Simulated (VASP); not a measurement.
**In2BiP: single point with PBE**

The system is In2BiP.

```
P In Bi
1.0
     4.45895    0.00000    0.00000
     0.00000    4.45895    0.00000
     0.00000    0.00000    6.36747
P In Bi
1 2 1
Direct
  0.00000 0.00000 0.00000
  0.00000 0.50000 0.78142
  0.50000 0.00000 0.21858
  0.50000 0.50000 0.50000
```

| Item | Value |
| --- | --- |
| Program | VASP 6.6.1 |
| Task | single point |
| Functional | PBE |
| Potentials or basis | VASP PAW PBE potentials, release 64 (P, In_d, Bi_d) |
| Cutoff | 520 eV |
| k mesh | 6 × 6 × 4 |
| Occupations | fermi-dirac, width 0.02 eV |
| Spin | no spin polarisation |
| Dipole correction | no |
| Further INCAR settings | ALGO = Normal; EDIFF = 1e-07; NBANDS = 31 |

```json
{"Pressure": "1.5 GPa", "Largest force": "0.066 eV/Å", "Band gap on the k mesh": "zero (filled and empty bands touch)"}
```

Forces on the atoms (eV/Å):
```
P    0.000  0.000  0.000
In   0.000  0.000  0.066
In   0.000  0.000 -0.066
Bi   0.000  0.000  0.000
```

Levels at points of the mesh, in eV from the Fermi level:
```tsv
k point	band 19	band 20	band 21	band 22	band 23	band 24	band 25	band 26	band 27	band 28
(0.00, 0.00, 0.00)	-2.66	-2.66	-1.14	-0.35	0.00	0.00	1.22	1.28	3.21	3.21
(0.50, 0.00, 0.00)	-4.93	-2.98	-2.82	-2.01	-0.45	1.29	2.39	3.69	3.96	4.53
(0.50, 0.50, 0.00)	-6.01	-2.75	-2.42	-2.42	-2.09	0.53	1.42	1.42	1.73	6.90
(0.00, 0.00, 0.50)	-4.05	-2.33	-2.33	-0.84	-0.84	1.06	1.55	2.51	2.54	5.21
(0.50, 0.00, 0.50)	-5.52	-1.99	-1.29	-1.20	-0.34	0.06	0.39	3.57	3.73	4.21
(0.50, 0.50, 0.50)	-5.89	-3.00	-2.99	-2.99	-2.87	3.24	3.24	3.72	3.91	3.99
```

Run time: 67 s on 1 thread of Intel(R) Xeon(R) 6975P-C (Granite Rapids) (shared host), peak memory 0.29 GiB.

Caveat: spin-orbit coupling is left out, which moves the levels of the heavy elements.
